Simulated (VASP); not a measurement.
**ZnSe (rocksalt type): single point with PBE**

The system is ZnSe (rocksalt type).

```
Zn Se
1.0
     0.00000    2.47058    2.47058
     2.47058    0.00000    2.47058
     2.47058    2.47058    0.00000
Zn Se
1 1
Cartesian
  0.0000 0.0000 0.0000
  2.4706 2.4706 2.4706
```

| Quantity | Value |
| --- | --- |
| Program | VASP 6.6.1 |
| Task | single point |
| Functional | PBE |
| Potentials or basis | VASP PAW PBE potentials, release 64 (Zn, Se) |
| Cutoff | 520 eV |
| k mesh | 14 × 14 × 14 |
| Occupations | fermi-dirac, width 0.08 eV |
| Spin | no spin polarisation |

```
Pressure               : 31.6 GPa
Band gap on the k mesh : zero (bands 9 and 10 overlap by 1.22 eV)
```

Levels at points of the mesh, in eV from the Fermi level:
| k point | band 6 | band 7 | band 8 | band 9 | band 10 | band 11 | band 12 | band 13 |
| --- | --- | --- | --- | --- | --- | --- | --- | --- |
| (0.00, 0.00, 0.00) | -7.33 | -0.73 | -0.73 | -0.73 | 2.52 | 8.58 | 8.58 | 8.58 |
| (0.50, 0.00, 0.00) | -7.12 | -6.47 | -0.07 | -0.07 | 3.31 | 4.75 | 4.75 | 8.02 |
| (0.50, 0.50, 0.00) | -6.96 | -6.45 | -3.50 | -3.50 | -1.11 | 4.32 | 13.39 | 13.39 |

Run time: 80 s on 1 thread of Intel Xeon 8259CL (shared host), peak memory 0.2 GiB.

Caveat: the cell stands under pressure.
